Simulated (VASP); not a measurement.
# Ta3N4 (P-3m1) in VASP: further runs, part 2 of 2

VASP 6.6.1.

## (3) Single point, PBE+D3(BJ)

This run uses another cell than the first one, of 11.94 Å³/atom.

INCAR reads:

```
SYSTEM = Ta3N4
PREC = Accurate
ENCUT = 520
EDIFF = 1E-6
ISMEAR = 0
SIGMA = 0.1
LREAL = .FALSE.
LASPH = .TRUE.
NELM = 60
ALGO = Normal
ISIF = 2
LWAVE = .FALSE.
LCHARG = .FALSE.
GGA = PE
IVDW = 12
NBANDS = 36
```

KPOINTS reads:

```
Automatic mesh
0
G
  12 12 4
  0 0 0
```

POSCAR reads:

```
Ta3N4
1.0
    3.1098016491      0.0000000000      0.0000000000
   -1.5549008246      2.6931672289      0.0000000000
    0.0000000000      0.0000000000      9.9765838739
Ta N
3 4
Direct
    0.0000000000      0.0000000000      0.0000000000
    0.0000000000      0.0000000000      0.2816612926
    0.0000000000      0.0000000000      0.7183387074
    0.3333333333      0.6666666667      0.8644096842
    0.6666666667      0.3333333333      0.1355903158
    0.3333333333      0.6666666667      0.3663513585
    0.6666666667      0.3333333333      0.6336486415
```

Potentials or basis: VASP PAW PBE potentials, release 64 (Ta_pv, N).

Launch:

```
$ cat potpaw_PBE.64/Ta_pv/POTCAR potpaw_PBE.64/N/POTCAR > POTCAR
$ mpirun -np 1 vasp_std > vasp.out
```

OUTCAR:

```text
SYSTEM = Ta3N4
   PREC = Accurate
   ENCUT = 520
   EDIFF = 1E-6
   ISMEAR = 0
   LREAL = .FALSE.
   LASPH = .TRUE.
   NELM = 60
   ISIF = 2
   GGA = PE
   IVDW = 12
 IVDW          = 12

 ion  position               nearest neighbor table
   1  0.000  0.000  0.000-   4 2.25   5 2.25   5 2.25   4 2.25   5 2.25   4 2.25   2 2.81   3 2.81

   2  0.000  0.000  0.282-   6 1.98   6 1.98   6 1.98   5 2.31   5 2.31   5 2.31   1 2.81
   3  0.000  0.000  0.718-   7 1.98   7 1.98   7 1.98   4 2.31   4 2.31   4 2.31   1 2.81
   4  0.333  0.667  0.864-   1 2.25   1 2.25   1 2.25   3 2.31   3 2.31   3 2.31
   5  0.667  0.333  0.136-   1 2.25   1 2.25   1 2.25   2 2.31   2 2.31   2 2.31
   6  0.333  0.667  0.366-   2 1.98   2 1.98   2 1.98
   7  0.667  0.333  0.634-   3 1.98   3 1.98   3 1.98

  LATTYP: Found a hexagonal cell.
 ALAT       =     3.1098016491
 C/A-ratio  =     3.2081093908

  Lattice vectors:

 A1 = (   3.1098016491,   0.0000000000,   0.0000000000)
 A2 = (  -1.5549008246,   2.6931672289,   0.0000000000)
 A3 = (   0.0000000000,   0.0000000000,   9.9765838739)

Analysis of symmetry for initial positions (statically):
[... 191 lines left out ...]
  band No.  band energies     occupation
      1     -29.4340      2.00000
      2     -29.2610      2.00000
      3     -28.9827      2.00000
      4     -28.9827      2.00000
      5     -28.9804      2.00000
      6     -28.9804      2.00000
[... 925 lines left out ...]
     35      10.7315      0.00000
     36      11.0389      0.00000

 [... further k-points ...]

------------------------ aborting loop because EDIFF is reached ----------------------------------------

 Edisp (eV)   -2.50849

 E8    (eV) :    -1.1256

  FORCE on cell =-STRESS in cart. coord.  units (eV):
  Direction    XX          YY          ZZ          XY          YZ          ZX
  --------------------------------------------------------------------------------------
  -------------------------------------------------------------------------------------
  Total       0.44840     0.44840     0.30132    -0.00000    -0.00000     0.00000
  in kB       8.59796     8.59796     5.77777    -0.00000    -0.00000     0.00000
  external pressure =        7.66 kB  Pullay stress =        0.00 kB

 VOLUME and BASIS-vectors are now :
 -----------------------------------------------------------------------------
  energy-cutoff  :      520.00
  volume of cell :       83.56
      direct lattice vectors                 reciprocal lattice vectors
     3.109801649  0.000000000  0.000000000     0.321563917  0.185655014  0.000000000
    -1.554900825  2.693167229  0.000000000     0.000000000  0.371310028  0.000000000
     0.000000000  0.000000000  9.976583874     0.000000000  0.000000000  0.100234711

 POSITION                                       TOTAL-FORCE (eV/Angst)
 -----------------------------------------------------------------------------------
      0.00000      0.00000      0.00000         0.000000      0.000000     -0.000000
      0.00000      0.00000      2.81002         0.000000      0.000000     -0.032658
      0.00000      0.00000      7.16657        -0.000000     -0.000000      0.032658
     -0.00000      1.79544      8.62386         0.000000     -0.000000      0.019117
      1.55490      0.89772      1.35273         0.000000      0.000000     -0.019117
     -0.00000      1.79544      3.65494         0.000000     -0.000000      0.082562
      1.55490      0.89772      6.32165        -0.000000      0.000000     -0.082562
 -----------------------------------------------------------------------------------
    total drift:                                0.000000     -0.000000      0.000000

  FREE ENERGIE OF THE ION-ELECTRON SYSTEM (eV)
  ---------------------------------------------------
  free  energy   TOTEN  =       -76.8025490669 eV

  energy  without entropy=      -76.7857368413  energy(sigma->0) =      -76.79414295
```

OSZICAR:

```text
N       E                     dE             d eps       ncg     rms          rms(c)
DAV:   1     0.488670583564E+03    0.48867E+03   -0.28590E+04  4968   0.149E+03
DAV:   2    -0.536009645927E+02   -0.54227E+03   -0.52601E+03  5888   0.442E+02
DAV:   3    -0.861987459541E+02   -0.32598E+02   -0.32176E+02  5888   0.105E+02
DAV:   4    -0.868975076002E+02   -0.69876E+00   -0.69205E+00  6260   0.153E+01
DAV:   5    -0.869089296909E+02   -0.11422E-01   -0.11413E-01  6028   0.185E+00    0.458E+01
DAV:   6    -0.750677246148E+02    0.11841E+02   -0.75116E+01  5964   0.425E+01    0.184E+01
DAV:   7    -0.744476656664E+02    0.62006E+00   -0.68880E+00  5704   0.128E+01    0.120E+01
DAV:   8    -0.743718384292E+02    0.75827E-01   -0.13263E+00  6384   0.661E+00    0.139E+00
DAV:   9    -0.743015989365E+02    0.70239E-01   -0.81177E-01  6356   0.554E+00    0.723E-01
DAV:  10    -0.742941281300E+02    0.74708E-02   -0.67606E-02  6048   0.127E+00    0.290E-01
DAV:  11    -0.742939004784E+02    0.22765E-03   -0.31727E-03  5984   0.367E-01    0.156E-01
DAV:  12    -0.742940472228E+02   -0.14674E-03   -0.50124E-04  6028   0.141E-01    0.420E-02
DAV:  13    -0.742940571700E+02   -0.99472E-05   -0.54124E-05  5972   0.438E-02    0.138E-02
DAV:  14    -0.742940619298E+02   -0.47598E-05   -0.79482E-06  5460   0.157E-02    0.463E-03
DAV:  15    -0.742940622679E+02   -0.33817E-06   -0.90632E-07  3588   0.598E-03
   1 F= -.76802549E+02 E0= -.76794143E+02  d E =-.168122E-01
```

It took 4.8 min on 1 thread of Intel Xeon 8259CL, shared host; peak memory 0.32 GiB.

Results:

| Quantity | Value |
| --- | --- |
| Free energy | -76.8025 eV |
| Pressure | 0.8 GPa |
| Largest force | 0.083 eV/Å |
| Band gap on the k mesh | zero (an odd number of electrons rules out a gap without spin polarisation) |
| Dispersion energy per atom | -0.358 eV |

Forces in eV/Å, atoms in the order of the input:
```
Ta   0.000  0.000  0.000
Ta   0.000  0.000 -0.033
Ta   0.000  0.000  0.033
N    0.000  0.000  0.019
N    0.000  0.000 -0.019
N    0.000  0.000  0.083
N    0.000  0.000 -0.083
```

Caveat: spin-orbit coupling is left out, which moves the levels of the heavy elements.

## (4) Single point, PBE+D3(BJ), collinear spin

INCAR reads:

```
SYSTEM = Ta3N4
PREC = Accurate
ENCUT = 520
EDIFF = 1E-6
ISMEAR = 0
SIGMA = 0.1
LREAL = .FALSE.
LASPH = .TRUE.
NELM = 150
ALGO = Normal
ISIF = 2
LWAVE = .FALSE.
LCHARG = .TRUE.
ISPIN = 2
MAGMOM = 1 1 1 0 0 0 0
LORBIT = 11
LMAXMIX = 4
GGA = PE
IVDW = 12
LELF = .TRUE.
LVHAR = .TRUE.
NBANDS = 40
```

KPOINTS reads:

```
regular mesh
0
G
  6 6 2
  0 0 0
```

POSCAR reads:

```
Ta3N4
1.0
    3.0315000000      0.0000000000      0.0000000000
   -1.5157500000      2.6253560100      0.0000000000
    0.0000000000      0.0000000000      9.7280699100
Ta N
3 4
Direct
    0.0000000000      0.0000000000      0.0000000000
    0.0000000000      0.0000000000      0.2567142300
    0.0000000000      0.0000000000      0.7432857700
    0.3333333300      0.6666666700      0.8716428800
    0.6666666700      0.3333333300      0.1283571200
    0.3333333300      0.6666666700      0.3850713500
    0.6666666700      0.3333333300      0.6149286500
```

Launch:

```
$ cat potpaw_PBE.64/Ta_pv/POTCAR potpaw_PBE.64/N/POTCAR > POTCAR
$ mpirun -np 1 vasp_std > vasp.out
```

Run time: 2.6 min. Hardware: 1 thread of Intel Xeon 8259CL, shared host; peak memory 0.27 GiB.

The run converged. Its results:

| Item | Value |
| --- | --- |
| Free energy | -73.3401 eV |
| Pressure | 19.6 GPa |
| Largest force | 9.873 eV/Å |
| Net moment | 0.00 μB per cell |
| Valence electrons inside the program's atomic spheres | Ta 9.35, 9.04 (each value once); N 3.84, 3.59 (each value once) |
| Dispersion energy per atom | -0.389 eV |

Forces in eV/Å, atoms in the order of the input:
```
Ta   0.000  0.000  0.000
Ta   0.000  0.000  9.873
Ta   0.000  0.000 -9.873
N    0.000  0.000  0.350
N    0.000  0.000 -0.350
N    0.000  0.000 -4.459
N    0.000  0.000  4.459
```

Stress tensor (GPa, compression positive):
```
14.17  0.00  0.00
 0.00 14.17  0.00
 0.00  0.00 30.47
```

Levels at points of the mesh, in eV from the Fermi level:
Spin up:
```tsv
k point	band 25	band 26	band 27	band 28	band 29	band 30
(0.00, 0.00, 0.00)	-1.45	-1.45	-1.03	-1.03	0.81	0.81
(0.50, 0.00, 0.00)	-1.89	-1.85	-0.39	0.88	2.44	2.92
(0.00, 0.00, 0.50)	-1.56	-1.03	-1.03	-0.60	0.83	0.83
(0.50, 0.00, 0.50)	-1.99	-1.68	0.28	0.42	2.38	2.92
```
Spin down:
```tsv
k point	band 23	band 24	band 25	band 26	band 27	band 28	band 29	band 30	band 31	band 32
(0.00, 0.00, 0.00)	-2.01	-1.73	-1.45	-1.45	-1.03	-1.03	0.81	0.81	1.31	1.31
(0.50, 0.00, 0.00)	-2.53	-2.02	-1.89	-1.85	-0.39	0.88	2.44	2.92	3.85	3.91
(0.00, 0.00, 0.50)	-2.50	-1.56	-1.56	-1.03	-1.03	-0.60	0.83	0.83	1.18	1.35
(0.50, 0.00, 0.50)	-2.63	-2.23	-1.99	-1.68	0.28	0.42	2.38	2.92	3.85	3.93
```

Caveat: the k points lie up to 0.40 Å⁻¹ apart; spin-orbit coupling is left out, which moves the levels of the heavy elements; forces of over 1 eV/Å act on the atoms, so gaps and moduli don't describe the material at rest.

## (5) Summary

| task | spin | cell | k mesh | cutoff (eV) | gap on the mesh (eV) | pressure (GPa) | largest force (eV/Å) |
| --- | --- | --- | --- | --- | --- | --- | --- |
| relaxation of cell and atoms | off | relaxed from a = 3.031, b = 3.031, c = 9.728 Å, angles 90.0, 90.0, 120.0°, 7 atoms, atomic positions A | 6 × 6 × 2 | 600 | none | 0.2 | 0.03 |
| single point | off | a = 3.110, b = 3.110, c = 9.977 Å, angles 90.0, 90.0, 120.0°, 7 atoms, atomic positions B | 12 × 12 × 4 | 520 | none | 0.8 | 0.08 |
| single point | collinear | a = 3.031, b = 3.031, c = 9.728 Å, angles 90.0, 90.0, 120.0°, 7 atoms, atomic positions A | 6 × 6 × 2 | 520 | none | 19.6 | 9.87 |

Alike in all rows: level PBE+D3(BJ); potentials or basis VASP PAW PBE potentials, release 64 (Ta_pv, N); smearing gaussian 0.1 eV.

Caveats: some runs use coarse meshes; spin-orbit coupling is left out, which moves the levels of the heavy elements; forces of over 1 eV/Å act on the atoms, so gaps and moduli don't describe the material at rest (at least some runs).

Total energies depend on the potentials used, so only differences within one code and one set of settings carry meaning.
